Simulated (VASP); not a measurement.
BN, 2 atoms in the cell. It takes space group Fm-3m (No. 225, cubic). The conventional cell has a = 3.492 Å, b = 3.492 Å, c = 3.492 Å, α = 90.00°, β = 90.00°, γ = 90.00°. B (site symmetry m-3m) has 6 N at 1.75 Å within 2.3 Å. Within 2.3 Å of N (site symmetry m-3m) lie 6 B at 1.75 Å. 

| Property | Result |
| --- | --- |
| Program | VASP 6.6.1 |
| Task | single point |
| Functional | PBE-based screened hybrid |
| Potentials or basis | VASP PAW PBE potentials, release 64 (B, N) |
| Cutoff | 520 eV |
| k mesh | 6 × 6 × 6 |
| Occupations | gaussian, width 0.01 eV |
| Spin | no spin polarisation |
| Dipole correction | no |
| Grid for exact exchange (PRECFOCK) | Normal |
| Share of exact exchange | 0.1 |
| Further INCAR settings | ALGO = Normal; EDIFF = 1e-07; NBANDS = 11 |
| Screening parameter | 0.2078 1/Å |

Potentials or basis: VASP PAW PBE potentials, release 64 (B, N).

Run with:

```sh
$ cat potpaw_PBE.64/B/POTCAR potpaw_PBE.64/N/POTCAR > POTCAR
$ cp INCAR.step1 INCAR
$ mpirun -np 1 vasp_std > vasp.out
$ cp INCAR.step2 INCAR
$ mpirun -np 1 vasp_std > vasp.out
```

Hardware: 1 thread of Intel(R) Xeon(R) Platinum 8488C (Sapphire Rapids) (shared host).

Task: How long does it take, and how much memory?

Result: It took 83 s on 1 thread of Intel(R) Xeon(R) Platinum 8488C (Sapphire Rapids), on a shared host, peak memory 0.21 GiB. Counts: k points 16.
